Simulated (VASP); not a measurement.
# AlBN (P4/mmm) in VASP: further runs, part 2 of 2

VASP 6.6.1. Earlier steps stand in the parts before.

## 4. Single point, PBE

This run uses another cell than the first one, of 15.10 Å³/atom, 1.331 times its volume.

INCAR

```
ALGO = Normal ; EDIFF = 1E-7
ENCUT = 520 ; GGA = PE
ISIF = 2 ; ISMEAR = 0
LASPH = True ; LCHARG = False
LREAL = False ; LWAVE = False
NBANDS = 12 ; NELM = 80
PREC = Accurate ; SIGMA = 0.1
```

KPOINTS

```
k-points
0
Gamma
  6 6 4
```

POSCAR

```
AlBN
1.0
    4.1125264035      0.0000000000      0.0000000000
    0.0000000000      4.1125264035      0.0000000000
    0.0000000000      0.0000000000      2.6788320950
Al B N
1 1 1
Direct
    0.0000000000      0.0000000000      0.0000000000
    0.5000000000      0.5000000000      0.0000000000
    0.5000000000      0.5000000000      0.5000000000
```

Potentials or basis: VASP PAW PBE potentials, release 64 (Al, B, N).

Started as:

```sh
$ cat potpaw_PBE.64/Al/POTCAR potpaw_PBE.64/B/POTCAR potpaw_PBE.64/N/POTCAR > POTCAR
$ mpirun -np 1 vasp_std > vasp.out
```

OUTCAR:

```text
EDIFF = 1E-7
   ENCUT = 520
   GGA = PE
   ISIF = 2
   ISMEAR = 0
   LASPH = True
   LREAL = False
   NELM = 80
   PREC = Accurate

 ion  position               nearest neighbor table
   1  0.000  0.000  0.000-
   2  0.500  0.500  0.000-   3 1.34   3 1.34
   3  0.500  0.500  0.500-   2 1.34   2 1.34

  LATTYP: Found a simple tetragonal cell.
 ALAT       =     4.1125264035
 C/A-ratio  =     0.6513835614

  Lattice vectors:

 A1 = (   4.1125264035,   0.0000000000,   0.0000000000)
 A2 = (   0.0000000000,   4.1125264035,   0.0000000000)
 A3 = (   0.0000000000,   0.0000000000,   2.6788320950)

Analysis of symmetry for initial positions (statically):
=====================================================================
 Subroutine PRICEL returns:
 Original cell was already a primitive cell.

 Routine SETGRP: Setting up the symmetry group for a
 simple tetragonal supercell.

 Subroutine GETGRP returns: Found 16 space group operations
 (whereof 16 operations were pure point group operations)
 out of a pool of 16 trial point group operations.

The static configuration has the point symmetry D_4h.

Analysis of symmetry for dynamics (positions and initial velocities):
=====================================================================
 Subroutine PRICEL returns:
 Original cell was already a primitive cell.

 Routine SETGRP: Setting up the symmetry group for a
 simple tetragonal supercell.

 Subroutine GETGRP returns: Found 16 space group operations
 (whereof 16 operations were pure point group operations)
 out of a pool of 16 trial point group operations.

The dynamic configuration has the point symmetry D_4h.

 Subroutine INISYM returns: Found 16 space group operations
 (whereof 16 operations are pure point group operations),
 and found     1 'primitive' translations

----------------------------------------------------------------------------------------

                                     Primitive cell

  volume of cell :      45.3067

  direct lattice vectors                    reciprocal lattice vectors
     4.112526404  0.000000000  0.000000000     0.243159533  0.000000000  0.000000000
     0.000000000  4.112526404  0.000000000     0.000000000  0.243159533  0.000000000
     0.000000000  0.000000000  2.678832095     0.000000000  0.000000000  0.373297006

  length of vectors
     4.112526404  4.112526404  2.678832095     0.243159533  0.243159533  0.373297006

  position of ions in fractional coordinates (direct lattice)
     0.000000000  0.000000000  0.000000000
     0.500000000  0.500000000  0.000000000
     0.500000000  0.500000000  0.500000000

  ion indices of the primitive-cell ions
   primitive index   ion index
                 1           1
                 2           2
                 3           3

----------------------------------------------------------------------------------------

 KPOINTS: k-points

Automatic generation of k-mesh.
 Grid dimensions read from file:
 generate k-points for:    6    6    4

 Generating k-lattice:

  Cartesian coordinates                     Fractional coordinates (reciprocal lattice)
     0.040526589  0.000000000  0.000000000     0.166666667  0.000000000  0.000000000
     0.000000000  0.040526589  0.000000000     0.000000000  0.166666667  0.000000000
     0.000000000  0.000000000  0.093324251     0.000000000  0.000000000  0.250000000

  Length of vectors
     0.040526589  0.040526589  0.093324251

  Shift w.r.t. Gamma in fractional coordinates (k-lattice)
     0.000000000  0.000000000  0.000000000

 Subroutine IBZKPT returns following result:
 ===========================================

 Found     30 irreducible k-points:

 Following reciprocal coordinates:
            Coordinates               Weight
  0.000000  0.000000  0.000000      1.000000
  0.166667  0.000000  0.000000      4.000000
  0.333333  0.000000  0.000000      4.000000
  0.500000  0.000000  0.000000      2.000000
  0.166667  0.166667  0.000000      4.000000
  0.333333  0.166667  0.000000      8.000000
[... 16 lines left out ...]
  0.333333  0.000000  0.500000      4.000000
  0.500000  0.000000  0.500000      2.000000
 [... further k-points ...]
   k-points           NKPTS =     30   k-points in BZ     NKDIM =     30   number of bands    NBANDS=     12
   number of dos      NEDOS =    301   number of ions     NIONS =      3
   total plane-waves  NPLWV =  20480
   dimension x,y,z NGX =    32 NGY =   32 NGZ =   20
   dimension x,y,z NGXF=    64 NGYF=   64 NGZF=   40
   ions per type =               1   1   1
   NGX,Y,Z   is equivalent  to a cutoff of  12.94, 12.94, 12.41 a.u.
   NGXF,Y,Z  is equivalent  to a cutoff of  25.87, 25.87, 24.82 a.u.
 SYSTEM =  unknown system
   PREC   = accura    normal or accurate (medium, high low for compatibility)
   ISTART =      0    job   : 0-new  1-cont  2-samecut
   ICHARG =      2    charge: 1-file 2-atom 10-const
   ISPIN  =      1    spin polarized calculation?
   LNONCOLLINEAR =      F non collinear calculations
   LSORBIT =      F    spin-orbit coupling
   LASPH  =      T    aspherical Exc in radial PAW
   ENCUT  =  520.0 eV  38.22 Ry    6.18 a.u.   7.65  7.65  4.98*2*pi/ulx,y,z
   NELM   =     80;   NELMIN=  2; NELMDL= -5     # of ELM steps
   EDIFF  = 0.1E-06   stopping-criterion for ELM
   LREAL  =      F    real-space projection
   EDIFFG = 0.1E-05   stopping-criterion for IOM
   NSW    =      0    number of steps for IOM
   IBRION =     -1    ionic relax: 0-MD 1-quasi-New 2-CG
   NFREE  =      0    steps in history (QN), initial steepest desc. (CG)
   ISIF   =      2    stress and relaxation
   ISYM   =      2    0-nonsym 1-usesym 2-fastsym
   POTIM  = 0.5000    time-step for ionic-motion
   TEBEG  =    0.0;   TEEND  =   0.0 temperature during run
   PSTRESS=    0.0 pullay stress
   NELECT =      11.0000    total number of electrons
   NUPDOWN=      -1.0000    fix difference up-down
   EMIN   =  10.00;   EMAX   =-10.00  energy-range for DOS
   EFERMI =   0.00;   METHOD = LEGACY
   ISMEAR =     0;   SIGMA  =   0.10  broadening in eV -4-tet -1-fermi 0-gaus
   EFERMI_NEDOS =   21; number of points for ismear=-14 and -15
   IALGO  =     38    algorithm
   IMIX   =      4    mixing-type and parameters
     AMIX     =   0.40;   BMIX     =  1.00
     AMIX_MAG =   1.60;   BMIX_MAG =  1.00
  volume/ion in A,a.u.               =      15.10       101.92
  Fermi-wavevector in a.u.,A,eV,Ry     =   1.021296  1.929969 14.191483  1.043045
  Thomas-Fermi vector in A             =   2.154912
   LORBIT       =      0    0 simple, 1 ext, 2 COOP (PROOUT), +10 PAW based schemes
   GGA     = PE    functional components
   LHFCALC =     F    Hartree Fock is set to
   AEXX    =    0.0000 exact exchange contribution
   IVDW    =     0    specifies the selected vdW correction
   LEPSILON=     F    determine dielectric tensor
   LRPA    =     F    only Hartree local field effects (RPA)
 non-spin polarized calculation
 Gauss-broadening in eV      SIGMA  =   0.10
  energy-cutoff  :      520.00
  volume of cell :       45.31
 maximum number of plane-waves:      1250
 NGX is ok and might be reduce to    32
   NGX = 15   NGY = 15   NGZ =  9

 number of electron      11.0000000 magnetization

 Free energy of the ion-electron system (eV)
  ---------------------------------------------------
  ext. energy  EPLUGINS =         0.00000000
  ---------------------------------------------------
  free energy    TOTEN  =       -18.08898035 eV

  energy without entropy =      -18.08388233  energy(sigma->0) =      -18.08643134

 E-fermi :   4.0982     XC(G=0):  -9.1786

 val. band max:        4.0928259121   @ k =   0.5000   0.5000   0.5000
 cond. band min:       4.1637442462   @ k =   0.5000   0.1667   0.5000
 fundamental gap:      0.0709183341
 Fermi energy:         4.0982370776

 k-point     1 :       0.0000    0.0000    0.0000
  band No.  band energies     occupation
      1     -13.7928      2.00000
      2      -5.0533      2.00000
      3      -2.0799      2.00000
      4      -2.0799      2.00000
      5      -2.0471      2.00000
      6       7.0593      0.00000
      7       7.0593      0.00000
      8       7.2173      0.00000
      9       8.6053      0.00000
     10      12.4544      0.00000
     11      13.4014      0.00000
     12      13.4014      0.00000
[... 331 lines left out ...]
 k-point    24 :       0.5000    0.0000    0.5000
  band No.  band energies     occupation
      1     -13.0639      2.00000
      2      -6.7787      2.00000
      3       0.1553      2.00000
      4       1.2454      2.00000
      5       1.4473      2.00000
      6       4.3121      0.00249
      7       4.9998      0.00000
      8       6.7748      0.00000
      9       8.3047      0.00000
     10       8.9768      0.00000
     11       9.5397      0.00000
     12      11.6186      0.00000

 [... further k-points ...]
[... 5 lines left out ...]
  --------------------------------------------------------------------------------------
  -------------------------------------------------------------------------------------
  Total       -0.0296377     -0.0296377     -0.2064413      0.0000000      0.0000000      0.0000000
  in kB       -1.0480731     -1.0480731     -7.3003617      0.0000000      0.0000000      0.0000000
  external PRESSURE =      -3.1321693 kB  Pullay stress =       0.0000000 kB

 VOLUME and BASIS-vectors are now :
 -----------------------------------------------------------------------------
  energy-cutoff  :      520.00
  volume of cell :       45.31
      direct lattice vectors                 reciprocal lattice vectors
     4.112526404  0.000000000  0.000000000     0.243159533  0.000000000  0.000000000
     0.000000000  4.112526404  0.000000000     0.000000000  0.243159533  0.000000000
     0.000000000  0.000000000  2.678832095     0.000000000  0.000000000  0.373297006

 POSITION                                       TOTAL-FORCE (eV/Angst)
 -----------------------------------------------------------------------------------
      0.00000      0.00000      0.00000         0.000000      0.000000      0.000000
      2.05626      2.05626      0.00000         0.000000      0.000000      0.000000
      2.05626      2.05626      1.33942         0.000000      0.000000      0.000000
 -----------------------------------------------------------------------------------
    total drift:                                0.000000     -0.000000     -0.000000

  FREE ENERGIE OF THE ION-ELECTRON SYSTEM (eV)
  ---------------------------------------------------
  free  energy   TOTEN  =       -18.0889803478 eV

  energy  without entropy=      -18.0838823274  energy(sigma->0) =      -18.08643134
```

Wall time 5.1 s (1 thread of Intel Xeon 6975P-C (Granite Rapids), shared host); peak memory 0.15 GiB.

Results:

| Property | Result |
| --- | --- |
| Free energy | -18.0890 eV |
| Pressure | -0.3 GPa |

Stress tensor (GPa, compression positive):
```
-0.10  0.00  0.00
 0.00 -0.10  0.00
 0.00  0.00 -0.73
```

Levels at points of the mesh, in eV from the Fermi level:
```
           k point  band 1  band 2  band 3  band 4  band 5  band 6  band 7  band 8  band 9  band 10
(0.00, 0.00, 0.00)  -17.89   -9.15   -6.18   -6.18   -6.15    2.96    2.96    3.12    4.51     8.36
(0.50, 0.00, 0.00)  -17.80   -9.14   -8.15   -5.98   -3.12   -1.24    1.61    6.04    6.90     7.92
(0.50, 0.50, 0.00)  -17.73   -9.14   -7.06   -7.06   -5.37    1.69    1.69    4.12    9.59     9.59
(0.00, 0.00, 0.50)  -17.19  -11.02   -2.95   -2.95   -1.39   -1.09    0.39    0.39    7.25     7.86
(0.50, 0.00, 0.50)  -17.16  -10.88   -3.94   -2.85   -2.65    0.21    0.90    2.68    4.21     4.88
(0.50, 0.50, 0.50)  -17.13  -10.78   -3.39   -3.39   -1.15   -1.15   -0.78   -0.01    6.76     6.76
```

Caveat: the k points lie up to 0.59 Å⁻¹ apart.

## 5. The runs side by side

| cell | k mesh | gap on the mesh (eV) | pressure (GPa) |
| --- | --- | --- | --- |
| a = 2.801, b = 2.801, c = 4.337 Å, 3 atoms | 6 × 6 × 4 | none | 8.5 |
| a = 4.369, b = 4.369, c = 2.658 Å, 3 atoms | 4 × 4 × 6 | none | 0.0 |
| a = 4.113, b = 4.113, c = 2.679 Å, 3 atoms | 6 × 6 × 4 | none | -0.3 |

Alike in all rows: task single point; level PBE; potentials or basis VASP PAW PBE potentials, release 64 (Al, B, N); no spin polarisation; cutoff (eV) 520; smearing gaussian 0.1 eV.

Caveats: all runs use coarse meshes.

Absolute energies hang on the potentials; compare differences alone.
